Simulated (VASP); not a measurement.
# Te2Mo (P6_3/mmc) in VASP: a series of runs, part 2 of 2

VASP 6.6.1.

## Step 3: Single point, PBE (strain along c alone, the other axes held: -6.0 %, then relaxed in part)

File INCAR:

```
ALGO = Normal
EDIFF = 1E-7
ENCUT = 520
GGA = PE
ISIF = 2
ISMEAR = 0
LASPH = True
LCHARG = False
LREAL = False
LWAVE = False
NBANDS = 35
NELM = 80
PREC = Accurate
SIGMA = 0.02
```

File KPOINTS:

```
k-points
0
Gamma
  12 12 2
```

File POSCAR:

```
Te2Mo
1.0
    3.5566632826      0.0000000000      0.0000000000
   -1.7783316413      3.0801607555      0.0000000000
    0.0000000000      0.0000000000     14.4117150621
Te Mo
4 2
Direct
    0.3333333333      0.6666666667      0.6247220892
    0.6666666667      0.3333333333      0.1247220892
    0.6666666667      0.3333333333      0.3752779108
    0.3333333333      0.6666666667      0.8752779108
    0.3333333333      0.6666666667      0.2500000000
    0.6666666667      0.3333333333      0.7500000000
```

Potentials or basis: VASP PAW PBE potentials, release 64 (Te, Mo_sv).

Run with:

```sh
$ cat potpaw_PBE.64/Te/POTCAR potpaw_PBE.64/Mo_sv/POTCAR > POTCAR
$ mpirun -np 1 vasp_std > vasp.out
```

OUTCAR:

```text
EDIFF = 1E-7
   ENCUT = 520
   GGA = PE
   ISIF = 2
   ISMEAR = 0
   LASPH = True
   LREAL = False
   NELM = 80
   PREC = Accurate

 ion  position               nearest neighbor table
   1  0.333  0.667  0.625-   6 2.73   6 2.73   6 2.73   4 3.61
   2  0.667  0.333  0.125-   5 2.73   5 2.73   5 2.73   3 3.61
   3  0.667  0.333  0.375-   5 2.73   5 2.73   5 2.73   2 3.61
   4  0.333  0.667  0.875-   6 2.73   6 2.73   6 2.73   1 3.61
   5  0.333  0.667  0.250-   2 2.73   3 2.73   2 2.73   3 2.73   2 2.73   3 2.73
   6  0.667  0.333  0.750-   1 2.73   4 2.73   1 2.73   4 2.73   1 2.73   4 2.73

  LATTYP: Found a hexagonal cell.
 ALAT       =     3.5566632826
 C/A-ratio  =     4.0520324577

  Lattice vectors:

 A1 = (   3.5566632826,   0.0000000000,   0.0000000000)
 A2 = (  -1.7783316413,   3.0801607555,   0.0000000000)
 A3 = (   0.0000000000,   0.0000000000,  14.4117150621)

Analysis of symmetry for initial positions (statically):
=====================================================================
 Subroutine PRICEL returns:
 Original cell was already a primitive cell.

 Routine SETGRP: Setting up the symmetry group for a
 hexagonal supercell.

 Subroutine GETGRP returns: Found 24 space group operations
 (whereof 12 operations were pure point group operations)
 out of a pool of 24 trial point group operations.

The static configuration has the point symmetry D_3d.
 The point group associated with its full space group is D_6h.

Analysis of symmetry for dynamics (positions and initial velocities):
=====================================================================
 Subroutine PRICEL returns:
 Original cell was already a primitive cell.

 Routine SETGRP: Setting up the symmetry group for a
 hexagonal supercell.

 Subroutine GETGRP returns: Found 24 space group operations
 (whereof 12 operations were pure point group operations)
[... 127 lines left out ...]
   EFERMI_NEDOS =   21; number of points for ismear=-14 and -15
   IALGO  =     38    algorithm
   IMIX   =      4    mixing-type and parameters
     AMIX     =   0.40;   BMIX     =  1.00
     AMIX_MAG =   1.60;   BMIX_MAG =  1.00
  volume/ion in A,a.u.               =      26.31       177.57
  Fermi-wavevector in a.u.,A,eV,Ry     =   1.130573  2.136474 17.390908  1.278196
  Thomas-Fermi vector in A             =   2.267270
   LORBIT       =      0    0 simple, 1 ext, 2 COOP (PROOUT), +10 PAW based schemes
   GGA     = PE    functional components
   LHFCALC =     F    Hartree Fock is set to
   AEXX    =    0.0000 exact exchange contribution
   IVDW    =     0    specifies the selected vdW correction
   LEPSILON=     F    determine dielectric tensor
   LRPA    =     F    only Hartree local field effects (RPA)
 non-spin polarized calculation
 Gauss-broadening in eV      SIGMA  =   0.02
  energy-cutoff  :      520.00
  volume of cell :      157.88
 maximum number of plane-waves:      4325
 NGX is ok and might be reduce to    28
   NGX = 13   NGY = 13   NGZ = 53

 number of electron      52.0000006 magnetization

 Free energy of the ion-electron system (eV)
  ---------------------------------------------------
  ext. energy  EPLUGINS =         0.00000000
  ---------------------------------------------------
  free energy    TOTEN  =       -36.05712067 eV

  energy without entropy =      -36.05712067  energy(sigma->0) =      -36.05712067

 E-fermi :   7.5337     XC(G=0): -10.1420

 val. band max:        7.4188144272   @ k =   0.0000   0.0000   0.0000
 cond. band min:       8.2982920561   @ k =   0.2500   0.1667   0.0000
 fundamental gap:      0.8794776289
 Fermi energy:         7.5337356560

 k-point     1 :       0.0000    0.0000    0.0000
  band No.  band energies     occupation
      1     -53.3654      2.00000
      2     -53.3654      2.00000
      3     -27.5097      2.00000
      4     -27.5097      2.00000
      5     -27.4102      2.00000
      6     -27.4102      2.00000
[... 901 lines left out ...]
     34      10.8869      0.00000
     35      12.6875      0.00000

 [... further k-points ...]
[... 5 lines left out ...]
  --------------------------------------------------------------------------------------
  -------------------------------------------------------------------------------------
  Total        0.2092486      0.2092486      0.8456988      0.0000000      0.0000000      0.0000000
  in kB        2.1234463      2.1234463      8.5821180      0.0000000      0.0000000      0.0000000
  external PRESSURE =       4.2763369 kB  Pullay stress =       0.0000000 kB

 VOLUME and BASIS-vectors are now :
 -----------------------------------------------------------------------------
  energy-cutoff  :      520.00
  volume of cell :      157.88
      direct lattice vectors                 reciprocal lattice vectors
     3.556663283  0.000000000  0.000000000     0.281162404  0.162329190  0.000000000
    -1.778331641  3.080160756  0.000000000     0.000000000  0.324658380  0.000000000
     0.000000000  0.000000000 14.411715062     0.000000000  0.000000000  0.069387994

 POSITION                                       TOTAL-FORCE (eV/Angst)
 -----------------------------------------------------------------------------------
     -0.00000      2.05344      9.00332        -0.000000     -0.000000     -0.013010
      1.77833      1.02672      1.79746        -0.000000     -0.000000     -0.013010
      1.77833      1.02672      5.40840        -0.000000     -0.000000      0.013010
     -0.00000      2.05344     12.61426         0.000000     -0.000000      0.013010
     -0.00000      2.05344      3.60293         0.000000      0.000000     -0.000000
      1.77833      1.02672     10.80879         0.000000     -0.000000     -0.000000
 -----------------------------------------------------------------------------------
    total drift:                               -0.000000      0.000000     -0.000000

  FREE ENERGIE OF THE ION-ELECTRON SYSTEM (eV)
  ---------------------------------------------------
  free  energy   TOTEN  =       -36.0571206711 eV

  energy  without entropy=      -36.0571206711  energy(sigma->0) =      -36.05712067
```

stdout:

```text
POSCAR found type information on POSCAR TeMo
 POSCAR found :  2 types and       6 ions
 scaLAPACK will be used
 LDA part: xc-table for (Slater+PW92), standard interpolation
 POSCAR, INCAR and KPOINTS ok, starting setup
 FFT: planning ... GRIDC
 FFT: planning ... GRID_SOFT
 FFT: planning ... GRID
 WAVECAR not read
 entering main loop
```

It took 8.7 min on 1 thread of AMD EPYC 7R13, shared host; peak memory 0.34 GiB.

What came out:

| Property | Result |
| --- | --- |
| Free energy | -36.0571 eV |
| Pressure | 0.4 GPa |
| Largest force | 0.013 eV/Å |
| Band gap on the k mesh | 0.88 eV, indirect (least direct gap 1.00 eV) |

Forces in eV/Å, atoms in the order of the input:
```
Te   0.000  0.000 -0.013
Te   0.000  0.000 -0.013
Te   0.000  0.000  0.013
Te   0.000  0.000  0.013
Mo   0.000  0.000  0.000
Mo   0.000  0.000  0.000
```

Caveat: the cell differs from its parent crystal (strain along c alone, the other axes held: -6.0 %, then relaxed in part); spin-orbit coupling is left out, which moves the levels of the heavy elements; this functional lacks dispersion, which binds the layers, so the pressure and a relaxed spacing across them are unreliable.

## Step 4: Single point, PBE

This run uses another cell than the first one, of 26.31 Å³/atom, 0.940 times its volume.

File INCAR:

```
SYSTEM = Te2Mo
ALGO = Normal
EDIFF = 1E-7
ENCUT = 520
GGA = PE
ISIF = 2
ISMEAR = 0
LASPH = .True.
LCHARG = .False.
LREAL = .False.
LWAVE = .False.
NBANDS = 35
NELM = 100
PREC = Accurate
SIGMA = 0.02
```

File KPOINTS:

```
k-points
0
Gamma
  12 12 2
  0 0 0
```

POSCAR is that of step 3.

Run with:

```sh
$ cat potpaw_PBE.64/Te/POTCAR potpaw_PBE.64/Mo_sv/POTCAR > POTCAR
$ mpirun -np 1 vasp_std > vasp.out
```

Run time: 8.3 min. Hardware: 1 thread of AMD EPYC 7R13, shared host; peak memory 0.35 GiB.

Results (log left out):

* Free energy: -36.0571 eV
* Pressure: 0.4 GPa
* Largest force: 0.013 eV/Å
* Band gap on the k mesh: 0.88 eV, indirect (least direct gap 1.00 eV)

Forces in eV/Å, atoms in the order of the input:
```
Te   0.000  0.000 -0.013
Te   0.000  0.000 -0.013
Te   0.000  0.000  0.013
Te   0.000  0.000  0.013
Mo   0.000  0.000  0.000
Mo   0.000  0.000  0.000
```

Stress tensor (GPa, compression positive):
```
0.21 0.00 0.00
0.00 0.21 0.00
0.00 0.00 0.86
```

Levels at points of the mesh, in eV from the valence-band top:
```
           k point  band 23  band 24  band 25  band 26  band 27  band 28  band 29  band 30
(0.00, 0.00, 0.00)    -0.97    -0.87    -0.48     0.00     2.88     2.88     2.97     2.97
(0.50, 0.00, 0.00)    -0.88    -0.84    -0.53    -0.34     1.27     1.31     1.50     1.75
(0.00, 0.00, 0.50)    -0.98    -0.98    -0.11    -0.11     2.91     2.91     2.91     2.91
(0.50, 0.00, 0.50)    -0.85    -0.85    -0.44    -0.44     1.29     1.29     1.64     1.64
```

Caveat: spin-orbit coupling is left out, which moves the levels of the heavy elements; this functional lacks dispersion, which binds the layers, so the pressure and a relaxed spacing across them are unreliable. Expect the measured gap to be larger: semilocal functionals such as PBE lack the derivative discontinuity.

## Step 5: Single point, PBE (strain along c alone, the other axes held: -4.0 %, then relaxed in part)

Changes to INCAR since step 4:

```diff
@@ -12,3 +12,3 @@
 NBANDS = 35
-NELM = 100
+NELM = 80
 PREC = Accurate
```

KPOINTS is that of step 4.

File POSCAR:

```
Te2Mo
1.0
    3.5566632826      0.0000000000      0.0000000000
   -1.7783316413      3.0801607555      0.0000000000
    0.0000000000      0.0000000000     14.7183472974
Te Mo
4 2
Direct
    0.3333333333      0.6666666667      0.6272260788
    0.6666666667      0.3333333333      0.1272260788
    0.6666666667      0.3333333333      0.3727739212
    0.3333333333      0.6666666667      0.8727739212
    0.3333333333      0.6666666667      0.2500000000
    0.6666666667      0.3333333333      0.7500000000
```

Run with:

```sh
$ cat potpaw_PBE.64/Te/POTCAR potpaw_PBE.64/Mo_sv/POTCAR > POTCAR
$ mpirun -np 1 vasp_std > vasp.out
```

Wall time 8.1 min (1 thread of AMD EPYC 7R13, shared host); peak memory 0.36 GiB.

It converged, with:

```yaml
Free_energy: -36.0690 eV
Pressure: 0.2 GPa
Largest_force: 0.012 eV/Å
Band_gap_on_the_k_mesh: 0.94 eV, indirect (least direct gap 1.01 eV)
```

Forces on the atoms (eV/Å):
```
Te   0.000  0.000 -0.012
Te   0.000  0.000 -0.012
Te   0.000  0.000  0.012
Te   0.000  0.000  0.012
Mo   0.000  0.000  0.000
Mo   0.000  0.000  0.000
```

Stress tensor (GPa, compression positive):
```
0.10 0.00 0.00
0.00 0.10 0.00
0.00 0.00 0.44
```

Levels at points of the mesh, in eV from the valence-band top:
```tsv
k point	band 24	band 25	band 26	band 27	band 28	band 29
(0.00, 0.00, 0.00)	-0.82	-0.63	-0.03	2.94	2.94	3.01
(0.50, 0.00, 0.00)	-0.80	-0.46	-0.32	1.31	1.35	1.55
(0.00, 0.00, 0.50)	-0.94	-0.16	-0.16	2.96	2.96	2.96
(0.50, 0.00, 0.50)	-0.80	-0.39	-0.39	1.33	1.33	1.67
```

Caveat: the cell differs from its parent crystal (strain along c alone, the other axes held: -4.0 %, then relaxed in part); spin-orbit coupling is left out, which moves the levels of the heavy elements; this functional lacks dispersion, which binds the layers, so the pressure and a relaxed spacing across them are unreliable. A k mesh can miss the band edges.

## Step 6: Single point, PBE (strain along c alone, the other axes held: -2.0 %, then relaxed in part)

File INCAR:

```
SYSTEM = Te2Mo
  PREC = Accurate
  ENCUT = 520
  EDIFF = 1E-7
  ISMEAR = 0
  SIGMA = 0.02
  LREAL = .FALSE.
  LASPH = .TRUE.
  NELM = 100
  ALGO = Normal
  ISIF = 2
  LWAVE = .FALSE.
  LCHARG = .FALSE.
  GGA = PE
  NBANDS = 35
```

File KPOINTS:

```
Automatic mesh
0
G
  12 12 2
  0 0 0
```

File POSCAR:

```
Te2Mo
1.0
    3.5566632826      0.0000000000      0.0000000000
   -1.7783316413      3.0801607555      0.0000000000
    0.0000000000      0.0000000000     15.0249795328
Te Mo
4 2
Direct
    0.3333333333      0.6666666667      0.6296733378
    0.6666666667      0.3333333333      0.1296733378
    0.6666666667      0.3333333333      0.3703266622
    0.3333333333      0.6666666667      0.8703266622
    0.3333333333      0.6666666667      0.2500000000
    0.6666666667      0.3333333333      0.7500000000
```

Potentials or basis: VASP PAW PBE potentials, release 64 (Te, Mo_sv).

Run with:

```sh
$ cat potpaw_PBE.64/Te/POTCAR potpaw_PBE.64/Mo_sv/POTCAR > POTCAR
$ mpirun -np 1 vasp_std > vasp.out
```

OUTCAR:

```text
SYSTEM = Te2Mo
   PREC = Accurate
   ENCUT = 520
   EDIFF = 1E-7
   ISMEAR = 0
   LREAL = .FALSE.
   LASPH = .TRUE.
   NELM = 100
   ISIF = 2
   GGA = PE

 ion  position               nearest neighbor table
   1  0.333  0.667  0.630-   6 2.74   6 2.74   6 2.74   4 3.62
   2  0.667  0.333  0.130-   5 2.74   5 2.74   5 2.74   3 3.62
   3  0.667  0.333  0.370-   5 2.74   5 2.74   5 2.74   2 3.62
   4  0.333  0.667  0.870-   6 2.74   6 2.74   6 2.74   1 3.62
   5  0.333  0.667  0.250-   2 2.74   3 2.74   2 2.74   3 2.74   2 2.74   3 2.74
   6  0.667  0.333  0.750-   1 2.74   4 2.74   1 2.74   4 2.74   1 2.74   4 2.74

  LATTYP: Found a hexagonal cell.
 ALAT       =     3.5566632826
 C/A-ratio  =     4.2244593708

  Lattice vectors:

 A1 = (   3.5566632826,   0.0000000000,   0.0000000000)
 A2 = (  -1.7783316413,   3.0801607555,   0.0000000000)
 A3 = (   0.0000000000,   0.0000000000,  15.0249795328)

Analysis of symmetry for initial positions (statically):
=====================================================================
 Subroutine PRICEL returns:
 Original cell was already a primitive cell.

 Routine SETGRP: Setting up the symmetry group for a
 hexagonal supercell.

 Subroutine GETGRP returns: Found 24 space group operations
 (whereof 12 operations were pure point group operations)
 out of a pool of 24 trial point group operations.

The static configuration has the point symmetry D_3d.
 The point group associated with its full space group is D_6h.

Analysis of symmetry for dynamics (positions and initial velocities):
=====================================================================
 Subroutine PRICEL returns:
 Original cell was already a primitive cell.

 Routine SETGRP: Setting up the symmetry group for a
 hexagonal supercell.

 Subroutine GETGRP returns: Found 24 space group operations
 (whereof 12 operations were pure point group operations)
[... 127 lines left out ...]
   EFERMI_NEDOS =   21; number of points for ismear=-14 and -15
   IALGO  =     38    algorithm
   IMIX   =      4    mixing-type and parameters
     AMIX     =   0.40;   BMIX     =  1.00
     AMIX_MAG =   1.60;   BMIX_MAG =  1.00
  volume/ion in A,a.u.               =      27.43       185.13
  Fermi-wavevector in a.u.,A,eV,Ry     =   1.114977  2.107001 16.914407  1.243174
  Thomas-Fermi vector in A             =   2.251577
   LORBIT       =      0    0 simple, 1 ext, 2 COOP (PROOUT), +10 PAW based schemes
   GGA     = PE    functional components
   LHFCALC =     F    Hartree Fock is set to
   AEXX    =    0.0000 exact exchange contribution
   IVDW    =     0    specifies the selected vdW correction
   LEPSILON=     F    determine dielectric tensor
   LRPA    =     F    only Hartree local field effects (RPA)
 non-spin polarized calculation
 Gauss-broadening in eV      SIGMA  =   0.02
  energy-cutoff  :      520.00
  volume of cell :      164.60
 maximum number of plane-waves:      4532
 NGX is ok and might be reduce to    28
   NGX = 13   NGY = 13   NGZ = 55

 number of electron      52.0000005 magnetization

 Free energy of the ion-electron system (eV)
  ---------------------------------------------------
  ext. energy  EPLUGINS =         0.00000000
  ---------------------------------------------------
  free energy    TOTEN  =       -36.07411657 eV

  energy without entropy =      -36.07411657  energy(sigma->0) =      -36.07411657

 E-fermi :   6.9607     XC(G=0):  -9.8660

 val. band max:        6.8735551484   @ k =   0.3333   0.3333   0.0000
 cond. band min:       7.8561782163   @ k =   0.2500   0.1667   0.0000
 fundamental gap:      0.9826230679
 Fermi energy:         6.9606518477

 k-point     1 :       0.0000    0.0000    0.0000
  band No.  band energies     occupation
      1     -53.8660      2.00000
      2     -53.8660      2.00000
      3     -28.0107      2.00000
      4     -28.0107      2.00000
      5     -27.9088      2.00000
      6     -27.9088      2.00000
[... 901 lines left out ...]
     34      10.3922      0.00000
     35      12.2673      0.00000

 [... further k-points ...]
[... 5 lines left out ...]
  --------------------------------------------------------------------------------------
  -------------------------------------------------------------------------------------
  Total        0.0224860      0.0224860      0.1932765     -0.0000000      0.0000000      0.0000000
  in kB        0.2188729      0.2188729      1.8813070     -0.0000000      0.0000000      0.0000000
  external PRESSURE =       0.7730176 kB  Pullay stress =       0.0000000 kB

 VOLUME and BASIS-vectors are now :
 -----------------------------------------------------------------------------
  energy-cutoff  :      520.00
  volume of cell :      164.60
      direct lattice vectors                 reciprocal lattice vectors
     3.556663283  0.000000000  0.000000000     0.281162404  0.162329190  0.000000000
    -1.778331641  3.080160756  0.000000000     0.000000000  0.324658380  0.000000000
     0.000000000  0.000000000 15.024979533     0.000000000  0.000000000  0.066555831

 POSITION                                       TOTAL-FORCE (eV/Angst)
 -----------------------------------------------------------------------------------
     -0.00000      2.05344      9.46083         0.000000      0.000000     -0.010042
      1.77833      1.02672      1.94834         0.000000      0.000000     -0.010042
      1.77833      1.02672      5.56415         0.000000     -0.000000      0.010042
     -0.00000      2.05344     13.07664         0.000000      0.000000      0.010042
     -0.00000      2.05344      3.75624         0.000000     -0.000000     -0.000000
      1.77833      1.02672     11.26873        -0.000000      0.000000     -0.000000
 -----------------------------------------------------------------------------------
    total drift:                                0.000000     -0.000000      0.000000

  FREE ENERGIE OF THE ION-ELECTRON SYSTEM (eV)
  ---------------------------------------------------
  free  energy   TOTEN  =       -36.0741165713 eV

  energy  without entropy=      -36.0741165713  energy(sigma->0) =      -36.07411657
```

stdout:

```text
POSCAR found type information on POSCAR TeMo
 POSCAR found :  2 types and       6 ions
 scaLAPACK will be used
 LDA part: xc-table for (Slater+PW92), standard interpolation
 POSCAR, INCAR and KPOINTS ok, starting setup
 FFT: planning ... GRIDC
 FFT: planning ... GRID_SOFT
 FFT: planning ... GRID
 WAVECAR not read
 entering main loop
```

It took 7.8 min on 1 thread of AMD EPYC 7R13, shared host; peak memory 0.37 GiB.

What came out:

| Property | Result |
| --- | --- |
| Free energy | -36.0741 eV |
| Pressure | 0.1 GPa |
| Largest force | 0.010 eV/Å |
| Band gap on the k mesh | 0.98 eV, indirect (least direct gap 1.02 eV) |

Forces on the atoms (eV/Å):
```
Te   0.000  0.000 -0.010
Te   0.000  0.000 -0.010
Te   0.000  0.000  0.010
Te   0.000  0.000  0.010
Mo   0.000  0.000  0.000
Mo   0.000  0.000  0.000
```

Caveat: the cell differs from its parent crystal (strain along c alone, the other axes held: -2.0 %, then relaxed in part); spin-orbit coupling is left out, which moves the levels of the heavy elements; this functional lacks dispersion, which binds the layers, so the pressure and a relaxed spacing across them are unreliable.

## Step 7: Overview

| cell | gap on the mesh (eV) | pressure (GPa) | largest force (eV/Å) |
| --- | --- | --- | --- |
| a = 3.557, b = 3.557, c = 15.332 Å, angles 90.0, 90.0, 120.0°, 6 atoms | 1.02 | 0.0 | 0.01 |
| a = 3.557, b = 3.557, c = 14.412 Å, angles 90.0, 90.0, 120.0°, 6 atoms | 0.88 | 0.4 | 0.01 |
| a = 3.557, b = 3.557, c = 14.718 Å, angles 90.0, 90.0, 120.0°, 6 atoms | 0.94 | 0.2 | 0.01 |
| a = 3.557, b = 3.557, c = 15.025 Å, angles 90.0, 90.0, 120.0°, 6 atoms | 0.98 | 0.1 | 0.01 |

Alike in all rows: task single point; level PBE; potentials or basis VASP PAW PBE potentials, release 64 (Te, Mo_sv); no spin polarisation; k mesh 12 × 12 × 2; cutoff (eV) 520; smearing gaussian 0.02 eV.

Caveats: spin-orbit coupling is left out, which moves the levels of the heavy elements; this functional lacks dispersion, which binds the layers, so the pressure and a relaxed spacing across them are unreliable.

Absolute energies hang on the potentials; compare differences alone.
